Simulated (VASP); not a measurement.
Wanted: the native input for a VASP 6.6.1 run.

```yaml
Task: relaxation of cell and atoms
Functional: r2SCAN
Potentials_or_basis: VASP PAW PBE potentials, release 64 (Sn_d)
Cutoff: 600 eV
k_mesh: 6 × 6 × 6
Occupations: gaussian, width 0.1 eV
Spin: no spin polarisation
Dipole_correction: no
Further_INCAR_settings: ALGO = Normal; EDIFF = 1e-06; IBRION = 2; EDIFFG = -0.04; NSW = 90; ISIF = 3
```

Sn:

```
Sn
1.0
     2.25953    1.30454    4.19002
    -2.25953    1.30454    4.19002
     0.00000   -2.60908    4.19002
Sn
2
Direct
  0.22754 0.22754 0.22754
  0.77246 0.77246 0.77246
```

These files were run (other wordings do the same):

POSCAR

```
Sn
1.0
    2.2595264257      1.3045381901      4.1900208549
   -2.2595264257      1.3045381901      4.1900208549
    0.0000000000     -2.6090763802      4.1900208549
Sn
2
Direct
    0.2275400000      0.2275400000      0.2275400000
    0.7724600000      0.7724600000      0.7724600000
```

INCAR.step1

```
PREC = Accurate
ENCUT = 600
ISMEAR = 0
SIGMA = 0.1
LREAL = F
LASPH = T
NELM = 60
GGA = PE
ALGO = Normal
EDIFF = 1E-4
LWAVE = T
LCHARG = F
```

INCAR.step2

```
PREC = Accurate
ENCUT = 600
EDIFF = 1E-6
ISMEAR = 0
SIGMA = 0.1
LREAL = F
LASPH = T
NELM = 60
ALGO = Normal
ISIF = 3
LWAVE = F
LCHARG = F
METAGGA = R2SCAN
LMIXTAU = T
IBRION = 2
NSW = 90
EDIFFG = -0.04
ISTART = 1
```

KPOINTS

```
Automatic mesh
0
Gamma
  6 6 6
```

Potentials or basis: VASP PAW PBE potentials, release 64 (Sn_d).

Launch:

```console
$ cat potpaw_PBE.64/Sn_d/POTCAR > POTCAR
$ cp INCAR.step1 INCAR
$ mpirun -np 1 vasp_std > vasp.out
$ cp INCAR.step2 INCAR
$ mpirun -np 1 vasp_std > vasp.out
```

Results of the run:

* Relaxed volume: 28.68 Å³/atom
* Relaxed cell: a = 4.303 Å, b = 4.303 Å, c = 4.303 Å, α = 60.81°, β = 60.81°, γ = 60.81°
* Space group after relaxing (to 0.1 Å): Pm-3m (No. 221)
* Energy gained by relaxing: 264.4 meV/atom
* Ionic steps: 24
* Pressure after relaxing: 0.0 GPa
* Band gap on the k mesh: zero (bands 14 and 15 overlap by 3.65 eV)

Caveat: the volume moved by over 15 % at a fixed basis, so the end points are rough; the PAW data sets were made with another functional, which shifts forces and pressure a little; spin-orbit coupling is left out, which moves the levels of the heavy elements.

Run time: 66 min on 1 thread of Intel(R) Xeon(R) Platinum 8488C (Sapphire Rapids) (shared host), peak memory 0.29 GiB.
